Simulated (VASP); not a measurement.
# Al5P4 in VASP: single point with PBEsol

Aim: the single point of Al5P4 with PBEsol.

Everything below comes from runs of VASP 6.6.1. Logs are shortened: lines on timing, memory, paths and dates and some standing lists are left out, and cuts for length are marked.

### Step 1. The cell of the first run

The cell holds a slab with vacuum, 9 atoms: a = 3.868 Å, b = 3.868 Å, c = 25.941 Å, α = 90.00°, β = 90.00°, γ = 90.00°.

### Step 2. Single point, PBEsol

INCAR

```
SYSTEM = Al5P4
PREC = Accurate
ENCUT = 520
EDIFF = 1E-6
ISMEAR = 0
SIGMA = 0.05
LREAL = .False.
LASPH = .True.
NELM = 80
ALGO = Normal
ISIF = 2
LWAVE = .False.
LCHARG = .False.
LDIPOL = .True.
IDIPOL = 3
DIPOL = 0.5 0.5 0.500
GGA = PS
NBANDS = 28
```

KPOINTS

```
regular mesh
0
Gamma
  7 7 1
  0 0 0
```

POSCAR

```
Al5P4
1.0
    3.8681183919      0.0000000000      0.0000000000
    0.0000000000      3.8681183919      0.0000000000
    0.0000000000      0.0000000000     25.9406909813
Al P
5 4
Direct
    0.5000000000      0.5000000000      0.2891210572
    0.0000000000      0.0000000000      0.3945605286
    0.5000000000      0.5000000000      0.5000000000
    0.0000000000      0.0000000000      0.6054394714
    0.5000000000      0.5000000000      0.7108789428
    0.5000000000      0.0000000000      0.3418407929
    0.0000000000      0.5000000000      0.4472802643
    0.5000000000      0.0000000000      0.5527197357
    0.0000000000      0.5000000000      0.6581592071
```

Potentials or basis: VASP PAW PBE potentials, release 64 (Al, P).

Command:

```
> cat potpaw_PBE.64/Al/POTCAR potpaw_PBE.64/P/POTCAR > POTCAR
> mpirun -np 1 vasp_std > vasp.out
```

OUTCAR:

```text
SYSTEM = Al5P4
   PREC = Accurate
   ENCUT = 520
   EDIFF = 1E-6
   ISMEAR = 0
   LREAL = .False.
   LASPH = .True.
   NELM = 80
   ISIF = 2
   GGA = PS

 ion  position               nearest neighbor table
   1  0.500  0.500  0.289-   6 2.37   6 2.37
   2  0.000  0.000  0.395-   7 2.37   7 2.37   6 2.37   6 2.37
   3  0.500  0.500  0.500-   7 2.37   8 2.37   8 2.37   7 2.37
   4  0.000  0.000  0.605-   8 2.37   8 2.37   9 2.37   9 2.37
   5  0.500  0.500  0.711-   9 2.37   9 2.37
   6  0.500  0.000  0.342-   1 2.37   2 2.37   1 2.37   2 2.37
   7  0.000  0.500  0.447-   2 2.37   2 2.37   3 2.37   3 2.37
   8  0.500  0.000  0.553-   4 2.37   4 2.37   3 2.37   3 2.37
   9  0.000  0.500  0.658-   4 2.37   5 2.37   4 2.37   5 2.37

  LATTYP: Found a simple tetragonal cell.
 ALAT       =     3.8681183919
 C/A-ratio  =     6.7062815439

  Lattice vectors:

 A1 = (   3.8681183919,   0.0000000000,   0.0000000000)
 A2 = (   0.0000000000,   3.8681183919,   0.0000000000)
 A3 = (   0.0000000000,   0.0000000000,  25.9406909813)

Analysis of symmetry for initial positions (statically):
=====================================================================
 Subroutine PRICEL returns:
 Original cell was already a primitive cell.

 Routine SETGRP: Setting up the symmetry group for a
 simple tetragonal supercell.

 Subroutine GETGRP returns: Found  8 space group operations
 (whereof  8 operations were pure point group operations)
 out of a pool of 16 trial point group operations.

The static configuration has the point symmetry D_2d.

Analysis of symmetry for dynamics (positions and initial velocities):
=====================================================================
 Subroutine PRICEL returns:
 Original cell was already a primitive cell.

 Routine SETGRP: Setting up the symmetry group for a
 simple tetragonal supercell.

 Subroutine GETGRP returns: Found  8 space group operations
 (whereof  8 operations were pure point group operations)
 out of a pool of 16 trial point group operations.

The dynamic configuration has the point symmetry D_2d.

 Subroutine INISYM returns: Found  8 space group operations
 (whereof  8 operations are pure point group operations),
 and found     1 'primitive' translations

----------------------------------------------------------------------------------------

                                     Primitive cell

  volume of cell :     388.1334

  direct lattice vectors                    reciprocal lattice vectors
     3.868118392  0.000000000  0.000000000     0.258523628  0.000000000  0.000000000
     0.000000000  3.868118392  0.000000000     0.000000000  0.258523628  0.000000000
     0.000000000  0.000000000 25.940690981     0.000000000  0.000000000  0.038549474

  length of vectors
     3.868118392  3.868118392 25.940690981     0.258523628  0.258523628  0.038549474

  position of ions in fractional coordinates (direct lattice)
     0.500000000  0.500000000  0.289121057
     0.000000000  0.000000000  0.394560529
     0.500000000  0.500000000  0.500000000
     0.000000000  0.000000000  0.605439471
     0.500000000  0.500000000  0.710878943
     0.500000000  0.000000000  0.341840793
     0.000000000  0.500000000  0.447280264
     0.500000000  0.000000000  0.552719736
     0.000000000  0.500000000  0.658159207

  ion indices of the primitive-cell ions
   primitive index   ion index
                 1           1
                 2           2
                 3           3
                 4           4
                 5           5
                 6           6
                 7           7
                 8           8
                 9           9

----------------------------------------------------------------------------------------

 KPOINTS: regular mesh

Automatic generation of k-mesh.
 Grid dimensions read from file:
 generate k-points for:    7    7    1

 Generating k-lattice:

  Cartesian coordinates                     Fractional coordinates (reciprocal lattice)
     0.036931947  0.000000000  0.000000000     0.142857143  0.000000000  0.000000000
     0.000000000  0.036931947  0.000000000     0.000000000  0.142857143  0.000000000
     0.000000000  0.000000000  0.038549474     0.000000000  0.000000000  1.000000000

  Length of vectors
     0.036931947  0.036931947  0.038549474

  Shift w.r.t. Gamma in fractional coordinates (k-lattice)
     0.000000000  0.000000000  0.000000000

 Subroutine IBZKPT returns following result:
 ===========================================

 Found     10 irreducible k-points:

 Following reciprocal coordinates:
            Coordinates               Weight
  0.000000  0.000000  0.000000      1.000000
  0.142857  0.000000  0.000000      4.000000
  0.285714  0.000000  0.000000      4.000000
  0.428571  0.000000  0.000000      4.000000
  0.142857  0.142857  0.000000      4.000000
  0.285714  0.142857  0.000000      8.000000
  0.428571  0.142857  0.000000      8.000000
  0.285714  0.285714  0.000000      4.000000
  0.428571  0.285714  0.000000      8.000000
  0.428571  0.428571  0.000000      4.000000
   k-points           NKPTS =     10   k-points in BZ     NKDIM =     10   number of bands    NBANDS=     28
   number of dos      NEDOS =    301   number of ions     NIONS =      9
   total plane-waves  NPLWV = 176400
   dimension x,y,z NGX =    30 NGY =   30 NGZ =  196
   dimension x,y,z NGXF=    60 NGYF=   60 NGZF=  392
   ions per type =               5   4
   NGX,Y,Z   is equivalent  to a cutoff of  12.89, 12.89, 12.56 a.u.
   NGXF,Y,Z  is equivalent  to a cutoff of  25.79, 25.79, 25.12 a.u.
 SYSTEM =  Al5P4
   PREC   = accura    normal or accurate (medium, high low for compatibility)
   ISTART =      0    job   : 0-new  1-cont  2-samecut
   ICHARG =      2    charge: 1-file 2-atom 10-const
   ISPIN  =      1    spin polarized calculation?
   LNONCOLLINEAR =      F non collinear calculations
   LSORBIT =      F    spin-orbit coupling
   LASPH  =      T    aspherical Exc in radial PAW
   ENCUT  =  520.0 eV  38.22 Ry    6.18 a.u.   7.19  7.19 48.23*2*pi/ulx,y,z
   NELM   =     80;   NELMIN=  2; NELMDL= -5     # of ELM steps
   EDIFF  = 0.1E-05   stopping-criterion for ELM
   LREAL  =      F    real-space projection
   EDIFFG = 0.1E-04   stopping-criterion for IOM
   NSW    =      0    number of steps for IOM
   IBRION =     -1    ionic relax: 0-MD 1-quasi-New 2-CG
   NFREE  =      0    steps in history (QN), initial steepest desc. (CG)
   ISIF   =      2    stress and relaxation
   ISYM   =      2    0-nonsym 1-usesym 2-fastsym
   POTIM  = 0.5000    time-step for ionic-motion
   TEBEG  =    0.0;   TEEND  =   0.0 temperature during run
   PSTRESS=    0.0 pullay stress
   NELECT =      35.0000    total number of electrons
   NUPDOWN=      -1.0000    fix difference up-down
   EMIN   =  10.00;   EMAX   =-10.00  energy-range for DOS
   EFERMI =   0.00;   METHOD = LEGACY
   ISMEAR =     0;   SIGMA  =   0.05  broadening in eV -4-tet -1-fermi 0-gaus
   EFERMI_NEDOS =   21; number of points for ismear=-14 and -15
   IALGO  =     38    algorithm
   IMIX   =      4    mixing-type and parameters
     AMIX     =   0.40;   BMIX     =  1.00
     AMIX_MAG =   1.60;   BMIX_MAG =  1.00
  volume/ion in A,a.u.               =      43.13       291.03
  Fermi-wavevector in a.u.,A,eV,Ry     =   0.734126  1.387297  7.332733  0.538941
  Thomas-Fermi vector in A             =   1.827003
   LORBIT       =      0    0 simple, 1 ext, 2 COOP (PROOUT), +10 PAW based schemes
   GGA     = PS    functional components
   LHFCALC =     F    Hartree Fock is set to
   AEXX    =    0.0000 exact exchange contribution
   IVDW    =     0    specifies the selected vdW correction
   LEPSILON=     F    determine dielectric tensor
   LRPA    =     F    only Hartree local field effects (RPA)
 non-spin polarized calculation
 Gauss-broadening in eV      SIGMA  =   0.05
  energy-cutoff  :      520.00
  volume of cell :      388.13
 maximum number of plane-waves:     10474
 NGX is ok and might be reduce to    30
   NGX = 15   NGY = 15   NGZ = 97

 dipolmoment           0.000000      0.000000      0.000000 electrons x Angstroem

 number of electron      35.0000003 magnetization

 dipolmoment           0.000000      0.000000     -0.000000 electrons x Angstroem

 Free energy of the ion-electron system (eV)
  ---------------------------------------------------
  ext. energy  EPLUGINS =         0.00000000
  ---------------------------------------------------
  free energy    TOTEN  =       -44.02348315 eV

  energy without entropy =      -44.01465053  energy(sigma->0) =      -44.01906684

 E-fermi :   0.0557     XC(G=0):  -5.2398

 val. band max:        0.0482943052   @ k =   0.2857   0.1429   0.0000
 cond. band min:       0.1228540809   @ k =   0.4286   0.2857   0.0000
 fundamental gap:      0.0745597757
 Fermi energy:         0.0556530505

 k-point     1 :       0.0000    0.0000    0.0000
  band No.  band energies     occupation
      1     -12.1893      2.00000
      2     -11.7753      2.00000
      3     -11.1061      2.00000
      4     -10.3568      2.00000
      5      -5.9674      2.00000
      6      -5.2045      2.00000
[... 20 lines left out ...]
     27       3.7011      0.00000
     28       3.7011      0.00000

 k-point     2 :       0.1429    0.0000    0.0000
  band No.  band energies     occupation
      1     -12.0434      2.00000
      2     -11.6447      2.00000
      3     -11.0066      2.00000
      4     -10.3090      2.00000
      5      -5.8730      2.00000
      6      -5.2527      2.00000
[... 240 lines left out ...]
 k-point    10 :       0.4286    0.4286    0.0000
  band No.  band energies     occupation
      1     -10.1753      2.00000
      2     -10.1213      2.00000
      3     -10.0356      2.00000
      4      -9.9808      2.00000
      5      -6.0066      2.00000
      6      -5.8320      2.00000
[... 20 lines left out ...]
     27       3.8729      0.00000
     28       4.2957      0.00000

------------------------ aborting loop because EDIFF is reached ----------------------------------------

 vacuum level on the upper side and lower side of the slab       (xc-potential included)        -0.282        -0.282

  FORCE on cell =-STRESS in cart. coord.  units (eV):
  Direction    XX          YY          ZZ          XY          YZ          ZX
  --------------------------------------------------------------------------------------
  -------------------------------------------------------------------------------------
  Total       -1.7301233     -1.7301233      0.9446721      0.0000000      0.0000000      0.0000000
  in kB       -7.1417819     -7.1417819      3.8995150      0.0000000      0.0000000      0.0000000
  external PRESSURE =      -3.4613496 kB  Pullay stress =       0.0000000 kB

 VOLUME and BASIS-vectors are now :
 -----------------------------------------------------------------------------
  energy-cutoff  :      520.00
  volume of cell :      388.13
      direct lattice vectors                 reciprocal lattice vectors
     3.868118392  0.000000000  0.000000000     0.258523628  0.000000000  0.000000000
     0.000000000  3.868118392  0.000000000     0.000000000  0.258523628  0.000000000
     0.000000000  0.000000000 25.940690981     0.000000000  0.000000000  0.038549474

 POSITION                                       TOTAL-FORCE (eV/Angst)
 -----------------------------------------------------------------------------------
      1.93406      1.93406      7.50000         0.000000      0.000000     -0.278635
      0.00000      0.00000     10.23517         0.000000     -0.000000      0.115889
      1.93406      1.93406     12.97035        -0.000000     -0.000000      0.000000
      0.00000      0.00000     15.70552         0.000000     -0.000000     -0.115889
      1.93406      1.93406     18.44069         0.000000     -0.000000      0.278635
      1.93406      0.00000      8.86759         0.000000     -0.000000      0.187098
      0.00000      1.93406     11.60276         0.000000      0.000000     -0.030629
      1.93406      0.00000     14.33793         0.000000     -0.000000      0.030629
      0.00000      1.93406     17.07310         0.000000     -0.000000     -0.187098
 -----------------------------------------------------------------------------------
    total drift:                                0.000000     -0.000000     -0.000000

  FREE ENERGIE OF THE ION-ELECTRON SYSTEM (eV)
  ---------------------------------------------------
  free  energy   TOTEN  =       -44.0234831481 eV

  energy  without entropy=      -44.0146505292  energy(sigma->0) =      -44.01906684

 vacuum level on the upper side and lower side of the slab         4.766         4.766
```

Wall time 2.5 min (1 thread of Intel Xeon Platinum 8488C (Sapphire Rapids), shared host); peak memory 0.45 GiB.

Results:

- Free energy: -44.0235 eV
- Largest force: 0.279 eV/Å

Forces in eV/Å, atoms in the order of the input:
```
Al   0.000  0.000 -0.279
Al   0.000  0.000  0.116
Al   0.000  0.000  0.000
Al   0.000  0.000 -0.116
Al   0.000  0.000  0.279
P    0.000  0.000  0.187
P    0.000  0.000 -0.031
P    0.000  0.000  0.031
P    0.000  0.000 -0.187
```

Caveat: the PAW data sets were made with another functional, which shifts forces and pressure a little.
